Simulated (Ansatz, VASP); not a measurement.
GaP: VASP beside Ansatz

```
Ga P
1.0
     0.00000    2.94549    2.65644
     2.65644    0.00000    2.65644
     2.65644    2.94549    0.00000
Ga P
1 1
Cartesian
  0.0000 0.0000 0.0000
  3.9847 4.4182 3.9847
```

Change from the starting cell: mode 4 frozen in at +0.000 Å, strain +e along z and -e/2 along x and y +0.0700.

Alike in both runs: task single point; functional PBE; k mesh 8 × 8 × 8; occupations gaussian, width 0.05 eV; no spin polarisation.

|  | VASP | Ansatz |
| --- | --- | --- |
| version | VASP 6.6.1 | Ansatz 0.2.0 |
| potentials or method | VASP PAW PBE potentials, release 64 (Ga_d, P), cutoff 520 eV | scalar-relativistic, plane waves, PAW |
| valence electrons in the cell | 18 | 18 |

Ansatz gave:

| Quantity | Value |
| --- | --- |
| gap on the k mesh at the Fermi level (eV) | 1.15 |
| least direct gap on the mesh (eV) | 1.29 |
| pressure (GPa) | 0.2 |
| traceless stress, the component that is largest in VASP (GPa) | -5.94 |

Question: What did VASP give for the same quantities?

Answer: gap on the k mesh at the Fermi level (eV): 1.15; least direct gap on the mesh (eV): 1.28; pressure (GPa): 0.1; traceless stress, the component that is largest in VASP (GPa): -5.95.
